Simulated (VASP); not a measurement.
# TiSi2 (P4/mmm) in VASP: further runs, part 2 of 2

VASP 6.6.1.

### Step 5. Single point, PBE

Contents of INCAR:

```
SYSTEM = TiSi2
ALGO = Normal
EDIFF = 1E-6
ENCUT = 520
GGA = PE
ISIF = 2
ISMEAR = 0
LASPH = .True.
LCHARG = .False.
LREAL = .False.
LWAVE = .False.
NBANDS = 17
NELM = 100
PREC = Accurate
SIGMA = 0.1
```

Contents of KPOINTS:

```
k-points
0
Gamma
  14 14 10
  0 0 0
```

Contents of POSCAR:

```
TiSi2
1.0
    3.3962613224      0.0000000000      0.0000000000
    0.0000000000      3.3962613224      0.0000000000
    0.0000000000      0.0000000000      4.8489919066
Ti Si
1 2
Direct
    0.0000000000      0.0000000000      0.5000000000
    0.5000000000      0.5000000000      0.0000000000
    0.0000000000      0.0000000000      0.0000000000
```

Potentials or basis: VASP PAW PBE potentials, release 64 (Ti_sv, Si).

Run with:

```console
> cat potpaw_PBE.64/Ti_sv/POTCAR potpaw_PBE.64/Si/POTCAR > POTCAR
> mpirun -np 1 vasp_std > vasp.out
```

OUTCAR:

```text
SYSTEM = TiSi2
   EDIFF = 1E-6
   ENCUT = 520
   GGA = PE
   ISIF = 2
   ISMEAR = 0
   LASPH = .True.
   LREAL = .False.
   NELM = 100
   PREC = Accurate

 ion  position               nearest neighbor table
   1  0.000  0.000  0.500-   3 2.42   3 2.42
   2  0.500  0.500  0.000-   3 2.40   3 2.40   3 2.40   3 2.40
   3  0.000  0.000  0.000-   2 2.40   2 2.40   2 2.40   2 2.40   1 2.42   1 2.42

  LATTYP: Found a simple tetragonal cell.
 ALAT       =     3.3962613224
 C/A-ratio  =     1.4277440533

  Lattice vectors:

 A1 = (   3.3962613224,   0.0000000000,   0.0000000000)
 A2 = (   0.0000000000,   3.3962613224,   0.0000000000)
 A3 = (   0.0000000000,   0.0000000000,   4.8489919066)

Analysis of symmetry for initial positions (statically):
=====================================================================
 Subroutine PRICEL returns:
 Original cell was already a primitive cell.

 Routine SETGRP: Setting up the symmetry group for a
 simple tetragonal supercell.

 Subroutine GETGRP returns: Found 16 space group operations
 (whereof 16 operations were pure point group operations)
 out of a pool of 16 trial point group operations.
[... 165 lines left out ...]

 E-fermi :   7.1457     XC(G=0): -10.2827

 val. band max:        7.1412319900   @ k =   0.2143   0.2143   0.4000
 cond. band min:       7.1457835826   @ k =   0.4286   0.2143   0.4000
 fundamental gap:      0.0045515926
 Fermi energy:         7.1457456066

 k-point     1 :       0.0000    0.0000    0.0000
  band No.  band energies     occupation
      1     -50.0913      2.00000
      2     -26.3679      2.00000
      3     -26.3679      2.00000
      4     -26.2798      2.00000
      5      -5.1468      2.00000
      6       3.2340      2.00000
[... 457 lines left out ...]
      4     -26.2708      2.00000
      5      -3.0131      2.00000
      6       0.3842      2.00000
[... 9 lines left out ...]
     16      10.0209      0.00000
     17      12.9170      0.00000

 [... further k-points ...]

------------------------ aborting loop because EDIFF is reached ----------------------------------------

  FORCE on cell =-STRESS in cart. coord.  units (eV):
  Direction    XX          YY          ZZ          XY          YZ          ZX
  --------------------------------------------------------------------------------------
  -------------------------------------------------------------------------------------
  Total       -0.0239968     -0.0239968      0.0185496      0.0000000      0.0000000      0.0000000
  in kB       -0.6874013     -0.6874013      0.5313634      0.0000000      0.0000000      0.0000000
  external PRESSURE =      -0.2811464 kB  Pullay stress =       0.0000000 kB

 VOLUME and BASIS-vectors are now :
 -----------------------------------------------------------------------------
  energy-cutoff  :      520.00
  volume of cell :       55.93
      direct lattice vectors                 reciprocal lattice vectors
     3.396261322  0.000000000  0.000000000     0.294441418  0.000000000  0.000000000
     0.000000000  3.396261322  0.000000000     0.000000000  0.294441418  0.000000000
     0.000000000  0.000000000  4.848991907     0.000000000  0.000000000  0.206228432

 POSITION                                       TOTAL-FORCE (eV/Angst)
 -----------------------------------------------------------------------------------
      0.00000      0.00000      2.42450         0.000000      0.000000      0.000000
      1.69813      1.69813      0.00000         0.000000      0.000000      0.000000
      0.00000      0.00000      0.00000         0.000000      0.000000      0.000000
 -----------------------------------------------------------------------------------
    total drift:                               -0.000000     -0.000000      0.000000

  FREE ENERGIE OF THE ION-ELECTRON SYSTEM (eV)
  ---------------------------------------------------
  free  energy   TOTEN  =       -16.9821075335 eV

  energy  without entropy=      -16.9671625626  energy(sigma->0) =      -16.97463505
```

OSZICAR:

```text
N       E                     dE             d eps       ncg     rms          rms(c)
DAV:   1     0.139705447728E+03    0.13971E+03   -0.97520E+03  7344   0.114E+03
DAV:   2    -0.581115681721E+01   -0.14552E+03   -0.14193E+03  7646   0.310E+02
DAV:   3    -0.198594302563E+02   -0.14048E+02   -0.13759E+02 13295   0.790E+01
DAV:   4    -0.205501463753E+02   -0.69072E+00   -0.68661E+00  8815   0.152E+01
DAV:   5    -0.205842472977E+02   -0.34101E-01   -0.34075E-01 11491   0.301E+00    0.116E+01
DAV:   6    -0.199264579835E+02    0.65779E+00   -0.66416E+01  8877   0.402E+01    0.138E+01
DAV:   7    -0.171559858851E+02    0.27705E+01   -0.36363E+01  9143   0.349E+01    0.451E+00
DAV:   8    -0.169761826409E+02    0.17980E+00   -0.14477E+00  8322   0.728E+00    0.140E+00
DAV:   9    -0.169796836074E+02   -0.35010E-02   -0.64190E-02  9212   0.167E+00    0.615E-01
DAV:  10    -0.169821220366E+02   -0.24384E-02   -0.46557E-03  9886   0.461E-01    0.292E-01
DAV:  11    -0.169821059693E+02    0.16067E-04   -0.36176E-03  8074   0.505E-01    0.519E-02
DAV:  12    -0.169821119587E+02   -0.59894E-05   -0.70588E-05  9050   0.756E-02    0.278E-02
DAV:  13    -0.169821082891E+02    0.36696E-05   -0.34822E-05  8062   0.527E-02    0.814E-03
DAV:  14    -0.169821075335E+02    0.75568E-06   -0.43991E-06  6657   0.178E-02
   1 F= -.16982108E+02 E0= -.16974635E+02  d E =-.149450E-01
```

It took 3.4 min on 1 thread of AMD EPYC 7R13, shared host; peak memory 0.29 GiB.

Results:

```yaml
Free_energy: -16.9821 eV
Pressure: 0.0 GPa
Band_gap_on_the_k_mesh: zero (band 10 reaches 7.59 eV, above the bottom of band 11 at 6.67 eV)
```

### Step 6. The runs side by side

```csv
spin,cell,k mesh,gap on the mesh (eV),pressure (GPa)
off,"a = 3.396, b = 3.396, c = 4.849 Å, 3 atoms",14 × 14 × 10,none,0.0
off,"a = 3.390, b = 3.390, c = 4.868 Å, 3 atoms",6 × 6 × 6,none,-0.1
"collinear, ferromagnetic start","a = 3.390, b = 3.390, c = 4.868 Å, 3 atoms",6 × 6 × 4,none,-0.1
```

Alike in all rows: task single point; level PBE; potentials or basis VASP PAW PBE potentials, release 64 (Ti_sv, Si); cutoff (eV) 520; smearing gaussian 0.1 eV.

Total energies depend on the potentials used, so only differences within one code and one set of settings carry meaning.
